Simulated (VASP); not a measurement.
The system is In.

```
In
1.0
     0.00000    3.28019    3.28019
     3.28019    0.00000    3.28019
     3.28019    3.28019    0.00000
In
2
Direct
  0.12500 0.12500 0.12500
  0.87500 0.87500 0.87500
```

This isn't the form of In at room conditions, which is tetragonal.

* Program: VASP 6.6.1
* Task: relaxation of cell and atoms
* Functional: BLYP
* Potentials or basis: VASP PAW PBE potentials, release 64 (In_d)
* Cutoff: 600 eV
* k mesh: 8 × 8 × 8
* Occupations: fermi-dirac, width 0.1 eV
* Spin: no spin polarisation

At the start: pressure 4.3 GPa; volume 35.29 Å³/atom.

**Question.** How do energy, volume and symmetry change on relaxing?

**Answer.** Over 4 steps the energy falls by 77.2 meV/atom and the volume is 42.55 Å³/atom (+20.6 %); space group Fd-3m (No. 227, to 0.1 Å) before and after.

Step by step:
| step | energy change (eV) | largest force (eV/Å) | pressure (GPa) | volume (Å³) |
| --- | --- | --- | --- | --- |
| 1 | 0.0000 | 0.0000 | 4.31 | 70.59 |
| 2 | -0.1432 | 0.0000 | 0.81 | 80.74 |
| 3 | -0.1531 | 0.0000 | 0.25 | 83.69 |
| 4 | -0.1545 | 0.0000 | 0.04 | 85.11 |

Final structure:
```
In
1.0
     0.00000    3.49122    3.49122
     3.49122    0.00000    3.49122
     3.49122    3.49122    0.00000
In
2
Direct
  0.12500 0.12500 0.12500
  0.87500 0.87500 0.87500
```

Caveat: the volume moved by over 15 % at a fixed basis, so the end points are rough; the PAW data sets were made with another functional, which shifts forces and pressure a little.
